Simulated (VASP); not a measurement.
Crystal: Cr.

```
Cr
1.0
     2.96890    0.00000    0.00000
     0.00000    2.96890    0.00000
     0.00000    0.00000    2.96890
Cr
2
Direct
  0.00000 0.00000 0.00000
  0.50000 0.50000 0.50000
```

Program: VASP 6.6.1. Alike in all runs: task single point; level PBE; potentials or basis VASP PAW PBE potentials, release 64 (Cr_pv); cell as given; k mesh 11 × 11 × 11; cutoff (eV) 520; smearing fermi-dirac 0.05 eV.

**Question.** Order these runs on this cell by their pressure, lowest first.
A. spin collinear, ferrimagnetic start; fixed moment (μB) 1.6
B. spin collinear, ferrimagnetic start; fixed moment (μB) 1.0
C. spin collinear, ferrimagnetic start; fixed moment (μB) 0.6
D. spin collinear, ferrimagnetic start; fixed moment (μB) 2.4
E. spin off

**Answer.** E (-25.0 GPa), B (-21.6 GPa), A (-19.7 GPa), C (-16.9 GPa), D (-14.2 GPa).

Caveats: the cell stands under tension; the total moment is fixed, so each spin has its own Fermi level (at least some runs).
